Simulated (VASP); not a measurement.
**ZnS: single point with PBE**

ZnS:

```xyz
4
Lattice="3.9351 0.0000 0.0000 -1.9675 3.4079 0.0000 0.0000 0.0000 6.0202" Properties=species:S:1:pos:R:3 pbc="T T T"
Zn    0.0000    2.2719    0.0313
Zn    1.9675    1.1360    3.0414
S     0.0000    2.2719    2.1273
S     1.9675    1.1360    5.1374
```

This cell differs from its parent crystal: atoms shifted along a free coordinate, c/a of the conventional cell at fixed volume 1.5299.

```
Program                : VASP 6.6.1
Task                   : single point
Functional             : PBE
Potentials or basis    : VASP PAW PBE potentials, release 64 (Zn, S)
Cutoff                 : 520 eV
k mesh                 : 9 × 9 × 4
Occupations            : gaussian, width 0.05 eV
Spin                   : no spin polarisation
Dipole correction      : no
Further INCAR settings : ALGO = Normal; EDIFF = 1e-06; NBANDS = 26
```

| Item | Value |
| --- | --- |
| Pressure | 3.8 GPa |
| Largest force | 2.379 eV/Å |
| Band gap on the k mesh | 2.13 eV |

Forces in eV/Å, atoms in the order of the input:
```
Zn   0.000  0.000 -2.379
Zn   0.000  0.000 -2.379
S    0.000  0.000  2.379
S    0.000  0.000  2.379
```

Stress tensor (GPa, compression positive):
```
-3.75  0.00  0.00
 0.00 -3.75  0.00
 0.00  0.00 18.93
```

Levels at points of the mesh, in eV from the valence-band top:
| k point | band 16 | band 17 | band 18 | band 19 | band 20 | band 21 |
| --- | --- | --- | --- | --- | --- | --- |
| (0.00, 0.00, 0.00) | -0.18 | 0.00 | 0.00 | 2.13 | 2.88 | 6.05 |
| (0.00, 0.00, 0.50) | -0.64 | -0.64 | -0.64 | 3.40 | 3.40 | 6.58 |

It took 110 s on 1 thread of AMD EPYC 7R13, with other jobs on the host, peak memory 0.2 GiB.

Caveat: the cell stands under pressure; forces of over 1 eV/Å act on the atoms, so gaps and moduli don't describe the material at rest.
